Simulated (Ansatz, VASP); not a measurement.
**LiCl in VASP and in Ansatz**

File POSCAR:

```
LiCl
1.0
    0.0000000000      2.4845581752      2.7330139928
    2.4845581752      0.0000000000      2.7330139928
    2.4845581752      2.4845581752      0.0000000000
Li Cl
1 1
Direct
    0.0000000000      0.0000000000      0.0000000000
    0.5000000000      0.5000000000      0.5000000000
```

The input INCAR.step1:

```
SYSTEM = LiCl
PREC     = Accurate       ! precision mode
ENCUT    = 520            ! plane-wave cutoff, eV
ISMEAR   = 0              ! smearing method
SIGMA    = 0.05           ! smearing width, eV
LREAL    = .False.        ! projectors in reciprocal space
LASPH    = .True.         ! aspherical terms in the spheres
NELM     = 80             ! most SCF steps
NBANDS   = 12             ! bands
GGA      = PE             ! functional
ALGO     = Normal         ! electronic algorithm
EDIFF    = 1E-4           ! SCF threshold, eV
LWAVE    = .True.         ! write WAVECAR
LCHARG   = .False.        ! write CHGCAR
```

The input INCAR.step2:

```
SYSTEM = LiCl
PREC     = Accurate       ! precision mode
ENCUT    = 520            ! plane-wave cutoff, eV
EDIFF    = 1E-6           ! SCF threshold, eV
ISMEAR   = 0              ! smearing method
SIGMA    = 0.05           ! smearing width, eV
LREAL    = .False.        ! projectors in reciprocal space
LASPH    = .True.         ! aspherical terms in the spheres
NELM     = 80             ! most SCF steps
ALGO     = Normal         ! electronic algorithm
ISIF     = 2              ! what is computed and relaxed
LWAVE    = .False.        ! write WAVECAR
LCHARG   = .False.        ! write CHGCAR
METAGGA  = R2SCAN         ! meta-GGA
LMIXTAU  = .True.       
NBANDS   = 12             ! bands
ISTART   = 1
```

The input KPOINTS:

```
Automatic mesh
0
Gamma
  8 8 8
  0 0 0
```

Input for Ansatz:

```yaml
crystal:
  lattice:
    - [0.0, 2.4845581752, 2.7330139928]
    - [2.4845581752, 0.0, 2.7330139928]
    - [2.4845581752, 2.4845581752, 0.0]
  atoms:
    - { symbol: Li, position: [0.0, 0.0, 0.0] }
    - { symbol: Cl, position: [0.5, 0.5, 0.5] }
basis:
  ecutwfc: 500
kpoints:
  mp_grid: { grid: [8, 8, 8] }
hamiltonian:
  xc: r2scan
scf:
  occupations: { method: gaussian, width: 0.05 }
output:
  forces: true
  stress: true
  eigenvalues: true
```

Alike in both runs: task single point; functional r2SCAN; k mesh 8 × 8 × 8; occupations gaussian, width 0.05 eV; no spin polarisation.

|  | VASP | Ansatz |
| --- | --- | --- |
| version | VASP 6.6.1 | Ansatz 0.2.0 |
| potentials or method | VASP PAW PBE potentials, release 64 (Li_sv, Cl), cutoff 520 eV | scalar-relativistic, plane waves, PAW |
| valence electrons in the cell | 10 | 10 |

```tsv
	VASP	Ansatz	Ansatz less VASP
gap on the k mesh at the Fermi level (eV)	7.18	7.11	-0.069
least direct gap on the mesh (eV)	7.18	7.11	-0.069
```

VASP's potentials were made for PBE, not for r2SCAN. The functional is the same, so the differences come from potentials, cutoffs and numerics.

Noted on VASP's run: the cutoff is short for stress, so the pressure is rough.
